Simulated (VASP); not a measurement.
# HfO2 (Fm-3m) in VASP: further runs

Runs on HfO2. Level: PBE. Tasks: electric field gradients.

Program: VASP 6.6.1. These are calculated values, not measurements. Logs are shortened: lines on timing, memory, paths and dates and some standing lists are left out, and cuts for length are marked.

### Step 1. The cell of the first run

Symmetry: Fm-3m, No. 225, cubic system. The conventional cell has a = 5.046 Å, b = 5.046 Å, c = 5.046 Å, α = 90.00°, β = 90.00°, γ = 90.00°. Hf (site symmetry m-3m) has 8 O at 2.18 Å within 2.9 Å. O (site symmetry -43m) has 4 Hf at 2.18 Å and 6 O at 2.52 Å within 2.9 Å.

### Step 2. Electric field gradients, PBE (volume scaled by 0.96)

The input, INCAR:

```
SYSTEM = HfO2
ALGO = Normal
EDIFF = 1E-8
ENCUT = 520
GGA = PE
ISIF = 2
ISMEAR = -1
LASPH = .True.
LCHARG = .False.
LEFG = .True.
LREAL = .False.
LWAVE = .False.
NBANDS = 18
NELM = 80
PREC = Accurate
SIGMA = 0.01
```

The input, KPOINTS:

```
k-points
0
Gamma
  9 9 9
  0 0 0
```

The input, POSCAR:

```
HfO2
1.0
    0.0000000000      2.5229349520      2.5229349520
    2.5229349520      0.0000000000      2.5229349520
    2.5229349520      2.5229349520      0.0000000000
Hf O
1 2
Direct
    0.0000000000      0.0000000000      0.0000000000
    0.2500000000      0.2500000000      0.2500000000
    0.7500000000      0.7500000000      0.7500000000
```

Potentials or basis: VASP PAW PBE potentials, release 64 (Hf_pv, O).

On the command line:

```sh
> cat potpaw_PBE.64/Hf_pv/POTCAR potpaw_PBE.64/O/POTCAR > POTCAR
> mpirun -np 1 vasp_std > vasp.out
```

OUTCAR:

```text
SYSTEM = HfO2
   EDIFF = 1E-8
   ENCUT = 520
   GGA = PE
   ISIF = 2
   ISMEAR = -1
   LASPH = .True.
   LREAL = .False.
   NELM = 80
   PREC = Accurate

 ion  position               nearest neighbor table
   1  0.000  0.000  0.000-   3 2.18   3 2.18   3 2.18   2 2.18   3 2.18   2 2.18   2 2.18   2 2.18

   2  0.250  0.250  0.250-   1 2.18   1 2.18   1 2.18   1 2.18
   3  0.750  0.750  0.750-   1 2.18   1 2.18   1 2.18   1 2.18

  LATTYP: Found a face centered cubic cell.
 ALAT       =     5.0458699040

  Lattice vectors:

 A1 = (   0.0000000000,   2.5229349520,   2.5229349520)
 A2 = (   2.5229349520,   0.0000000000,   2.5229349520)
 A3 = (   2.5229349520,   2.5229349520,   0.0000000000)

Analysis of symmetry for initial positions (statically):
=====================================================================
 Subroutine PRICEL returns:
 Original cell was already a primitive cell.

 Routine SETGRP: Setting up the symmetry group for a
 face centered cubic supercell.

 Subroutine GETGRP returns: Found 48 space group operations
 (whereof 48 operations were pure point group operations)
 out of a pool of 48 trial point group operations.

The static configuration has the point symmetry O_h .

Analysis of symmetry for dynamics (positions and initial velocities):
=====================================================================
 Subroutine PRICEL returns:
 Original cell was already a primitive cell.

 Routine SETGRP: Setting up the symmetry group for a
 face centered cubic supercell.

 Subroutine GETGRP returns: Found 48 space group operations
 (whereof 48 operations were pure point group operations)
 out of a pool of 48 trial point group operations.

The dynamic configuration has the point symmetry O_h .

 Subroutine INISYM returns: Found 48 space group operations
 (whereof 48 operations are pure point group operations),
 and found     1 'primitive' translations

----------------------------------------------------------------------------------------
[... 124 lines left out ...]
   LEPSILON=     F    determine dielectric tensor
   LRPA    =     F    only Hartree local field effects (RPA)
 non-spin polarized calculation
  energy-cutoff  :      520.00
  volume of cell :       32.12
 maximum number of plane-waves:       893
   NGX = 13   NGY = 13   NGZ = 13

 number of electron      21.9999993 magnetization

 Free energy of the ion-electron system (eV)
  ---------------------------------------------------
  ext. energy  EPLUGINS =         0.00000000
  ---------------------------------------------------
  free energy    TOTEN  =       -30.24106035 eV

  energy without entropy =      -30.24106035  energy(sigma->0) =      -30.24106035

 E-fermi :   4.6547     XC(G=0): -11.9153

 val. band max:        4.3498942474   @ k =  -0.4444   0.4444   0.0000
 cond. band min:       8.3037539325   @ k =   0.4444   0.4444   0.0000
 fundamental gap:      3.9538596851
 Fermi energy:         4.6546879876

 k-point     1 :       0.0000    0.0000    0.0000
  band No.  band energies     occupation
      1     -25.2185      2.00000
      2     -25.2185      2.00000
      3     -25.2185      2.00000
      4     -14.4199      2.00000
      5     -11.3145      2.00000
      6      -1.0285      2.00000
[... 481 lines left out ...]
      5     -12.2581      2.00000
      6      -2.0185      2.00000
[... 10 lines left out ...]
     17      16.6068      0.00000
     18      17.9593      0.00000

 [... further k-points ...]
[... 5 lines left out ...]
  --------------------------------------------------------------------------------------
  -------------------------------------------------------------------------------------
  Total        0.8228593      0.8228593      0.8228593      0.0000000      0.0000000     -0.0000000
  in kB       41.0476236     41.0476236     41.0476236      0.0000000      0.0000000     -0.0000000
  external PRESSURE =      41.0476236 kB  Pullay stress =       0.0000000 kB

 VOLUME and BASIS-vectors are now :
 -----------------------------------------------------------------------------
  energy-cutoff  :      520.00
  volume of cell :       32.12
      direct lattice vectors                 reciprocal lattice vectors
     0.000000000  2.522934952  2.522934952    -0.198181883  0.198181883  0.198181883
     2.522934952  0.000000000  2.522934952     0.198181883 -0.198181883  0.198181883
     2.522934952  2.522934952  0.000000000     0.198181883  0.198181883 -0.198181883

 POSITION                                       TOTAL-FORCE (eV/Angst)
 -----------------------------------------------------------------------------------
      0.00000      0.00000      0.00000        -0.000000      0.000000      0.000000
      1.26147      1.26147      1.26147        -0.000000     -0.000000      0.000000
      3.78440      3.78440      3.78440         0.000000      0.000000     -0.000000
 -----------------------------------------------------------------------------------
    total drift:                                0.000000      0.000000      0.000000

  FREE ENERGIE OF THE ION-ELECTRON SYSTEM (eV)
  ---------------------------------------------------
  free  energy   TOTEN  =       -30.2410603534 eV

  energy  without entropy=      -30.2410603534  energy(sigma->0) =      -30.24106035

 Electric field gradients (V/A^2)
---------------------------------------------------------------------
 ion       V_xx      V_yy      V_zz      V_xy      V_xz      V_yz
---------------------------------------------------------------------
   1      -0.000     0.000     0.000     0.000     0.000     0.000
   2       0.000    -0.000    -0.000    -0.002    -0.002    -0.002
   3       0.000    -0.000    -0.000    -0.002    -0.002    -0.002
---------------------------------------------------------------------

 Electric field gradients after diagonalization (V/A^2)
 (convention: |V_zz| > |V_xx| > |V_yy|)
----------------------------------------------------------------------
 ion       V_xx      V_yy      V_zz     asymmetry (V_yy - V_xx)/ V_zz
----------------------------------------------------------------------
   1      -0.000    -0.000     0.001       0.000
   2       0.002     0.002    -0.004       0.000
   3       0.002     0.002    -0.004       0.000
----------------------------------------------------------------------

           NMR quadrupolar parameters

 Cq : quadrupolar parameter    Cq=e*Q*V_zz/h
 eta: asymmetry parameters     (V_yy - V_xx)/ V_zz
 Q  : nuclear electric quadrupole moment in mb (millibarn)
----------------------------------------------------------------------
 ion       Cq(MHz)       eta       Q (mb)
----------------------------------------------------------------------
   1       0.000       0.000       1.000
   2      -0.000       0.000       1.000
   3      -0.000       0.000       1.000
----------------------------------------------------------------------
```

stdout:

```text
POSCAR found type information on POSCAR HfO
 POSCAR found :  2 types and       3 ions
 scaLAPACK will be used
 LDA part: xc-table for (Slater+PW92), standard interpolation
 POSCAR, INCAR and KPOINTS ok, starting setup
 FFT: planning ... GRIDC
 FFT: planning ... GRID_SOFT
 FFT: planning ... GRID
 WAVECAR not read
 entering main loop
ion   1

ion   2

ion   3
```

It took 16 s on 1 thread of Intel Xeon Platinum 8559C (Emerald Rapids), shared host; peak memory 0.16 GiB.

Results:

| Item | Value |
| --- | --- |
| Free energy | -30.2411 eV |
| Pressure | 4.1 GPa |
| Band gap on the k mesh | 3.95 eV, indirect (least direct gap 4.07 eV) |

Levels at points of the mesh, in eV from the valence-band top:
| k point | band 8 | band 9 | band 10 | band 11 | band 12 | band 13 | band 14 | band 15 |
| --- | --- | --- | --- | --- | --- | --- | --- | --- |
| (0.00, 0.00, 0.00) | -5.38 | -0.56 | -0.56 | -0.56 | 3.97 | 3.97 | 6.00 | 10.66 |

Caveat: without QUAD_EFG the Cq values of the log hold for a quadrupole moment of 1 mb, not for the nuclei; spin-orbit coupling is left out, which moves the levels of the heavy elements.

### Step 3. Electric field gradients, PBE (volume scaled by 0.99)

The input, INCAR:

```
PREC = Accurate
ENCUT = 520
EDIFF = 1E-8
ISMEAR = -1
SIGMA = 0.01
LREAL = F
LASPH = T
NELM = 100
ALGO = Normal
ISIF = 2
LWAVE = F
LCHARG = F
GGA = PE
LEFG = T
NBANDS = 18
```

The input, KPOINTS:

```
regular mesh
0
Gamma
  9 9 9
```

The input, POSCAR:

```
HfO2
1.0
    0.0000000000      2.5489464244      2.5489464244
    2.5489464244      0.0000000000      2.5489464244
    2.5489464244      2.5489464244      0.0000000000
Hf O
1 2
Direct
    0.0000000000      0.0000000000      0.0000000000
    0.2500000000      0.2500000000      0.2500000000
    0.7500000000      0.7500000000      0.7500000000
```

Potentials or basis: VASP PAW PBE potentials, release 64 (Hf_pv, O).

On the command line:

```sh
> cat potpaw_PBE.64/Hf_pv/POTCAR potpaw_PBE.64/O/POTCAR > POTCAR
> mpirun -np 1 vasp_std > vasp.out
```

OUTCAR:

```text
PREC = Accurate
   ENCUT = 520
   EDIFF = 1E-8
   ISMEAR = -1
   LREAL = F
   LASPH = T
   NELM = 100
   ISIF = 2
   GGA = PE

 ion  position               nearest neighbor table
   1  0.000  0.000  0.000-   3 2.21   3 2.21   3 2.21   2 2.21   2 2.21   2 2.21   3 2.21   2 2.21

   2  0.250  0.250  0.250-   1 2.21   1 2.21   1 2.21   1 2.21
   3  0.750  0.750  0.750-   1 2.21   1 2.21   1 2.21   1 2.21

  LATTYP: Found a face centered cubic cell.
 ALAT       =     5.0978928488

  Lattice vectors:

[... 722 lines left out ...]

  energy  without entropy=      -30.2432513017  energy(sigma->0) =      -30.24325130

 Electric field gradients (V/A^2)
---------------------------------------------------------------------
 ion       V_xx      V_yy      V_zz      V_xy      V_xz      V_yz
---------------------------------------------------------------------
   1       0.000    -0.000    -0.000     0.000     0.000     0.000
   2       0.000    -0.000    -0.000    -0.001    -0.001    -0.001
   3       0.000    -0.000     0.000    -0.001    -0.001    -0.001
---------------------------------------------------------------------

 Electric field gradients after diagonalization (V/A^2)
 (convention: |V_zz| > |V_xx| > |V_yy|)
----------------------------------------------------------------------
 ion       V_xx      V_yy      V_zz     asymmetry (V_yy - V_xx)/ V_zz
----------------------------------------------------------------------
   1      -0.000    -0.000     0.000       0.000
   2       0.001     0.001    -0.003       0.000
   3       0.001     0.001    -0.003       0.000
----------------------------------------------------------------------

           NMR quadrupolar parameters

 Cq : quadrupolar parameter    Cq=e*Q*V_zz/h
 eta: asymmetry parameters     (V_yy - V_xx)/ V_zz
 Q  : nuclear electric quadrupole moment in mb (millibarn)
----------------------------------------------------------------------
 ion       Cq(MHz)       eta       Q (mb)
----------------------------------------------------------------------
   1       0.000       0.000       1.000
   2      -0.000       0.000       1.000
   3      -0.000       0.000       1.000
----------------------------------------------------------------------
```

It took 15 s on 1 thread of Intel Xeon Platinum 8559C (Emerald Rapids), shared host; peak memory 0.16 GiB.

Results:

```
Free energy            : -30.2433 eV
Pressure               : -3.7 GPa
Band gap on the k mesh : 3.86 eV, indirect (least direct gap 3.98 eV)
```

Caveat: without QUAD_EFG the Cq values of the log hold for a quadrupole moment of 1 mb, not for the nuclei; spin-orbit coupling is left out, which moves the levels of the heavy elements. A k mesh can miss the band edges.
